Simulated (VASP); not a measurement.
# Ce (P6_3/mmc) in VASP: relaxation of cell and atoms with PBE

Aim: the relaxation of cell and atoms of Ce with PBE.

All numbers are computed with VASP 6.6.1; they aren't measurements. Logs are shortened: lines on timing, memory, paths and dates and some standing lists are left out, and cuts for length are marked.

## (1) The cell of the first run

It takes space group P6_3/mmc (No. 194, hexagonal). Conventional cell: a = 3.648 Å, b = 3.648 Å, c = 5.959 Å, α = 90.00°, β = 90.00°, γ = 120.00°. Within 4.8 Å of Ce (site symmetry -6m2) lie 12 Ce at 3.65 Å.

## (2) Relaxation of cell and atoms, PBE, collinear spin, ferromagnetic start

File INCAR:

```
PREC = Accurate ; ENCUT = 600
EDIFF = 1E-7 ; ISMEAR = 0
SIGMA = 0.05 ; LREAL = False
LASPH = True ; NELM = 150
ALGO = Normal ; ISIF = 3
LWAVE = False ; LCHARG = False
ISPIN = 2 ; MAGMOM = 1 1
LORBIT = 11 ; LMAXMIX = 6
GGA = PE ; IBRION = 2
NSW = 80 ; EDIFFG = -0.03
```

File KPOINTS:

```
Automatic mesh
0
Gamma
  6 6 4
```

File POSCAR:

```
Ce
1.0
    3.6484168228      0.0000000000      0.0000000000
   -1.8242084114      3.1596216521      0.0000000000
    0.0000000000      0.0000000000      5.9590808105
Ce
2
Direct
    0.3333333333      0.6666666667      0.7500000000
    0.6666666667      0.3333333333      0.2500000000
```

Potentials or basis: VASP PAW PBE potentials, release 64 (Ce).

On the command line:

```
$ cat potpaw_PBE.64/Ce/POTCAR > POTCAR
$ mpirun -np 1 vasp_std > vasp.out
```

OUTCAR:

```text
PREC = Accurate
   ENCUT = 600
   EDIFF = 1E-7
   ISMEAR = 0
   LREAL = False
   LASPH = True
   NELM = 150
   ISIF = 3
   ISPIN = 2
   LORBIT = 11
   GGA = PE
   IBRION = 2
   NSW = 80
   EDIFFG = -0.03

 ion  position               nearest neighbor table
   1  0.333  0.667  0.750-
   2  0.667  0.333  0.250-

  LATTYP: Found a hexagonal cell.
 ALAT       =     3.6484168228
 C/A-ratio  =     1.6333333333

  Lattice vectors:

 A1 = (   3.6484168228,   0.0000000000,   0.0000000000)
 A2 = (  -1.8242084114,   3.1596216521,   0.0000000000)
 A3 = (   0.0000000000,   0.0000000000,   5.9590808105)

Analysis of symmetry for initial positions (statically):
=====================================================================
 Subroutine PRICEL returns:
 Original cell was already a primitive cell.

 Routine SETGRP: Setting up the symmetry group for a
 hexagonal supercell.

 Subroutine GETGRP returns: Found 24 space group operations
 (whereof 12 operations were pure point group operations)
 out of a pool of 24 trial point group operations.

The static configuration has the point symmetry D_3d.
 The point group associated with its full space group is D_6h.

Analysis of symmetry for dynamics (positions and initial velocities):
=====================================================================
 Subroutine PRICEL returns:
 Original cell was already a primitive cell.

 Routine SETGRP: Setting up the symmetry group for a
 hexagonal supercell.

 Subroutine GETGRP returns: Found 24 space group operations
 (whereof 12 operations were pure point group operations)
 out of a pool of 24 trial point group operations.

The dynamic configuration has the point symmetry D_3d.
 The point group associated with its full space group is D_6h.

Analysis of structural, dynamic, and magnetic symmetry:
=====================================================================
 Subroutine PRICEL returns:
 Original cell was already a primitive cell.

 Routine SETGRP: Setting up the symmetry group for a
 hexagonal supercell.

 Subroutine GETGRP returns: Found 24 space group operations
 (whereof 12 operations were pure point group operations)
 out of a pool of 24 trial point group operations.

The overall configuration has the point symmetry D_3d.
 The point group associated with its full space group is D_6h.

 Subroutine INISYM returns: Found 24 space group operations
 (whereof 12 operations are pure point group operations),
 and found     1 'primitive' translations

----------------------------------------------------------------------------------------

                                     Primitive cell

  volume of cell :      68.6940

  direct lattice vectors                    reciprocal lattice vectors
     3.648416823  0.000000000  0.000000000     0.274091489  0.158246795  0.000000000
    -1.824208411  3.159621652  0.000000000     0.000000000  0.316493590  0.000000000
     0.000000000  0.000000000  5.959080810     0.000000000  0.000000000  0.167811116

  length of vectors
     3.648416823  3.648416823  5.959080810     0.316493590  0.316493590  0.167811116

  position of ions in fractional coordinates (direct lattice)
     0.333333333  0.666666667  0.750000000
     0.666666667  0.333333333  0.250000000

  ion indices of the primitive-cell ions
   primitive index   ion index
                 1           1
                 2           2

----------------------------------------------------------------------------------------

 KPOINTS: Automatic mesh

Automatic generation of k-mesh.
 Grid dimensions read from file:
 generate k-points for:    6    6    4

 Generating k-lattice:

  Cartesian coordinates                     Fractional coordinates (reciprocal lattice)
     0.045681915  0.026374466  0.000000000     0.166666667  0.000000000  0.000000000
     0.000000000  0.052748932  0.000000000     0.000000000  0.166666667  0.000000000
     0.000000000  0.000000000  0.041952779     0.000000000  0.000000000  0.250000000

  Length of vectors
     0.052748932  0.052748932  0.041952779

  Shift w.r.t. Gamma in fractional coordinates (k-lattice)
     0.000000000  0.000000000  0.000000000

 Subroutine IBZKPT returns following result:
 ===========================================

 Found     21 irreducible k-points:

 Following reciprocal coordinates:
            Coordinates               Weight
  0.000000  0.000000  0.000000      1.000000
  0.166667  0.000000  0.000000      6.000000
  0.333333  0.000000  0.000000      6.000000
  0.500000  0.000000  0.000000      3.000000
  0.166667  0.166667  0.000000      6.000000
  0.333333  0.166667  0.000000     12.000000
[... 13 lines left out ...]
  0.333333  0.166667  0.500000     12.000000
  0.333333  0.333333  0.500000      2.000000
   k-points           NKPTS =     21   k-points in BZ     NKDIM =     21   number of bands    NBANDS=     17
   number of dos      NEDOS =    301   number of ions     NIONS =      2
   total plane-waves  NPLWV =  43200
   dimension x,y,z NGX =    30 NGY =   30 NGZ =   48
   dimension x,y,z NGXF=    60 NGYF=   60 NGZF=   96
   ions per type =               2
   NGX,Y,Z   is equivalent  to a cutoff of  13.67, 13.67, 13.39 a.u.
   NGXF,Y,Z  is equivalent  to a cutoff of  27.34, 27.34, 26.78 a.u.
 SYSTEM =  unknown system
   PREC   = accura    normal or accurate (medium, high low for compatibility)
   ISTART =      0    job   : 0-new  1-cont  2-samecut
   ICHARG =      2    charge: 1-file 2-atom 10-const
   ISPIN  =      2    spin polarized calculation?
   LNONCOLLINEAR =      F non collinear calculations
   LSORBIT =      F    spin-orbit coupling
   LASPH  =      T    aspherical Exc in radial PAW
   ENCUT  =  600.0 eV  44.10 Ry    6.64 a.u.   7.29  7.29 11.90*2*pi/ulx,y,z
   NELM   =    150;   NELMIN=  2; NELMDL= -5     # of ELM steps
   EDIFF  = 0.1E-06   stopping-criterion for ELM
   LREAL  =      F    real-space projection
   EDIFFG = -.3E-01   stopping-criterion for IOM
   NSW    =     80    number of steps for IOM
   IBRION =      2    ionic relax: 0-MD 1-quasi-New 2-CG
   NFREE  =      1    steps in history (QN), initial steepest desc. (CG)
   ISIF   =      3    stress and relaxation
   ISYM   =      2    0-nonsym 1-usesym 2-fastsym
   POTIM  = 0.5000    time-step for ionic-motion
   TEBEG  =    0.0;   TEEND  =   0.0 temperature during run
   PSTRESS=    0.0 pullay stress
   NELECT =      24.0000    total number of electrons
   NUPDOWN=      -1.0000    fix difference up-down
   EMIN   =  10.00;   EMAX   =-10.00  energy-range for DOS
   EFERMI =   0.00;   METHOD = LEGACY
   ISMEAR =     0;   SIGMA  =   0.05  broadening in eV -4-tet -1-fermi 0-gaus
   EFERMI_NEDOS =   21; number of points for ismear=-14 and -15
   IALGO  =     38    algorithm
   IMIX   =      4    mixing-type and parameters
     AMIX     =   0.40;   BMIX     =  1.00
     AMIX_MAG =   1.60;   BMIX_MAG =  1.00
  volume/ion in A,a.u.               =      34.35       231.78
  Fermi-wavevector in a.u.,A,eV,Ry     =   1.153026  2.178903 18.088513  1.329468
  Thomas-Fermi vector in A             =   2.289673
   LORBIT       =     11    0 simple, 1 ext, 2 COOP (PROOUT), +10 PAW based schemes
   GGA     = PE    functional components
   LHFCALC =     F    Hartree Fock is set to
   AEXX    =    0.0000 exact exchange contribution
   IVDW    =     0    specifies the selected vdW correction
   LEPSILON=     F    determine dielectric tensor
   LRPA    =     F    only Hartree local field effects (RPA)
 conjugate gradient relaxation of ions
 spin polarized calculation
 Gauss-broadening in eV      SIGMA  =   0.05
  energy-cutoff  :      600.00
  volume of cell :       68.69
 maximum number of plane-waves:      2316
 NGX is ok and might be reduce to    30
   NGX = 15   NGY = 15   NGZ = 23

--------------------------------------- Ionic step        1  -------------------------------------------

 number of electron      24.0000001 magnetization       1.0875780

 Free energy of the ion-electron system (eV)
  ---------------------------------------------------
  ext. energy  EPLUGINS =         0.00000000
  ---------------------------------------------------
  free energy    TOTEN  =       -11.45681443 eV

  energy without entropy =      -11.44805511  energy(sigma->0) =      -11.45243477

------------------------ aborting loop because EDIFF is reached ----------------------------------------

  FORCE on cell =-STRESS in cart. coord.  units (eV):
  Direction    XX          YY          ZZ          XY          YZ          ZX
  --------------------------------------------------------------------------------------
  -------------------------------------------------------------------------------------
  Total       -2.2351387     -2.2351387     -1.8298254      0.0000000      0.0000000      0.0000000
  in kB      -52.1310250    -52.1310250    -42.6777407      0.0000000      0.0000000      0.0000000
  external PRESSURE =     -48.9799302 kB  Pullay stress =       0.0000000 kB
[... 249 lines left out ...]
--------------------------------------- Ionic step        8  -------------------------------------------

 number of electron      24.0000000 magnetization      -0.0000080

 number of electron      24.0000000 magnetization       0.0000022

 Free energy of the ion-electron system (eV)
  ---------------------------------------------------
  ext. energy  EPLUGINS =         0.00000000
  ---------------------------------------------------
  free energy    TOTEN  =       -11.70674352 eV

  energy without entropy =      -11.70118093  energy(sigma->0) =      -11.70396222

 E-fermi :   9.0968     XC(G=0): -11.1775

 val. band max:        9.0498140029   @ k =   0.1667   0.0000   0.0000
 cond. band min:       9.1152256039   @ k =   0.5000   0.0000   0.2500
 fundamental gap:      0.0654116010
 Fermi energy:         9.0967882390

 spin component 1

 k-point     1 :       0.0000    0.0000    0.0000
  band No.  band energies     occupation
      1     -25.5918      1.00000
      2     -25.1701      1.00000
      3      -9.4695      1.00000
      4      -7.0769      1.00000
      5      -7.0769      1.00000
      6      -6.9524      1.00000
[... 9 lines left out ...]
     16       9.7168      0.00000
     17       9.7168      0.00000
[... 382 lines left out ...]
  band No.  band energies     occupation
      1     -24.9625      1.00000
      2     -24.9625      1.00000
      3      -8.9828      1.00000
      4      -8.9828      1.00000
      5      -8.5940      1.00000
      6      -8.5940      1.00000
[... 9 lines left out ...]
     16       9.5867      0.00000
     17       9.6249      0.00000
 Fermi energy:         9.0967882390

 spin component 2

 k-point     1 :       0.0000    0.0000    0.0000
  band No.  band energies     occupation
      1     -25.5918      1.00000
      2     -25.1701      1.00000
      3      -9.4695      1.00000
      4      -7.0769      1.00000
      5      -7.0769      1.00000
      6      -6.9524      1.00000
[... 9 lines left out ...]
     16       9.7168      0.00000
     17       9.7168      0.00000
[... 427 lines left out ...]
  FREE ENERGIE OF THE ION-ELECTRON SYSTEM (eV)
  ---------------------------------------------------
  free  energy   TOTEN  =       -11.7067435181 eV

  energy  without entropy=      -11.7011809305  energy(sigma->0) =      -11.70396222

 reached required accuracy - stopping structural energy minimisation

 total charge

# of ion       s       p       d       f       tot
--------------------------------------------------
    1        2.097   5.565   1.227   1.011   9.899
    2        2.097   5.565   1.227   1.011   9.899
--------------------------------------------------
tot          4.193  11.130   2.453   2.022  19.798

 magnetization (x)

# of ion       s       p       d       f       tot
--------------------------------------------------
    1        0.000   0.000   0.000  -0.000  -0.000
    2        0.000   0.000   0.000  -0.000  -0.000
--------------------------------------------------
tot          0.000   0.000   0.000  -0.000  -0.000
```

Wall time 19 min (1 thread of Intel Xeon Platinum 8259CL at 2.50GHz (Skylake/Cascade Lake), shared host); peak memory 0.28 GiB.

What came out:

| Item | Value |
| --- | --- |
| Free energy | -11.7067 eV |
| Relaxed volume | 27.08 Å³/atom |
| Relaxed cell | a = 3.327 Å, b = 3.327 Å, c = 5.648 Å, α = 90.00°, β = 90.00°, γ = 120.00° |
| Space group after relaxing (to 0.05 Å) | P6_3/mmc (No. 194) |
| Energy gained by relaxing | 125.0 meV/atom |
| Ionic steps | 8 |
| Pressure after relaxing | 0.1 GPa |
| Band gap on the k mesh | zero (filled and empty bands overlap) |
| Net moment | 0.00 μB per cell |
| Valence electrons inside the program's atomic spheres | Ce 9.90 |

The path:
| step | energy change (eV) | largest force (eV/Å) | pressure (GPa) | volume (Å³) |
| --- | --- | --- | --- | --- |
| 1 | 0.0000 | 0.0000 | -4.90 | 68.69 |
| 2 | -0.2210 | 0.0000 | -1.68 | 58.77 |
| 3 | -0.2412 | 0.0000 | -0.79 | 55.97 |
| 4 | -0.2160 | 0.0000 | 2.70 | 50.64 |
| 5 | -0.2456 | 0.0000 | -0.04 | 54.52 |
| 6 | -0.2456 | 0.0000 | 0.15 | 54.26 |
| 7 | -0.2498 | 0.0000 | 0.08 | 54.18 |
| 8 | -0.2499 | 0.0000 | 0.07 | 54.16 |

Final structure:
```
Ce
1.0
     3.32741    0.00000    0.00000
    -1.66371    2.88162    0.00000
     0.00000    0.00000    5.64807
Ce
2
Cartesian
  0.0000 1.9211 4.2360
  1.6637 0.9605 1.4120
```

Caveat: the magnetic or orbital state may not be the lowest; the volume moved by over 15 % at a fixed basis, so the end points are rough; spin-orbit coupling is left out, which moves the levels of the heavy elements. The state reached can hang on the start; a lower one may exist.
